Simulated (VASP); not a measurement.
BP, 2 atoms in the cell. Symmetry: I-4m2, No. 119, tetragonal system. The conventional cell has a = 3.209 Å, b = 3.209 Å, c = 4.720 Å, α = 90.00°, β = 90.00°, γ = 90.00°. B (site symmetry -4m2) has 4 P at 1.99 Å within 2.6 Å. P (site symmetry -4m2) has 4 B at 1.99 Å within 2.6 Å.  This cell differs from its parent crystal: strain +0.000 along x and y, +0.040 along z.

```yaml
Program: VASP 6.6.1
Task: single point
Functional: r2SCAN
Potentials_or_basis: VASP PAW PBE potentials, release 64 (B, P)
Cutoff: 520 eV
k_mesh: 10 × 10 × 10
Occupations: gaussian, width 0.05 eV
Spin: no spin polarisation
Dipole_correction: no
Further_INCAR_settings: ALGO = Normal; EDIFF = 1e-07; NBANDS = 11
```

Potentials or basis: VASP PAW PBE potentials, release 64 (B, P).

Run with:

```sh
$ cat potpaw_PBE.64/B/POTCAR potpaw_PBE.64/P/POTCAR > POTCAR
$ cp INCAR.step1 INCAR
$ mpirun -np 1 vasp_std > vasp.out
$ cp INCAR.step2 INCAR
$ mpirun -np 1 vasp_std > vasp.out
```

Hardware: 1 thread of Intel Xeon 8259CL, on a shared host.

Q: How long does it take, and how much memory?

A: Run time: 120 s on 1 thread of Intel Xeon 8259CL (shared host), peak memory 0.15 GiB. Counts: k points 102.
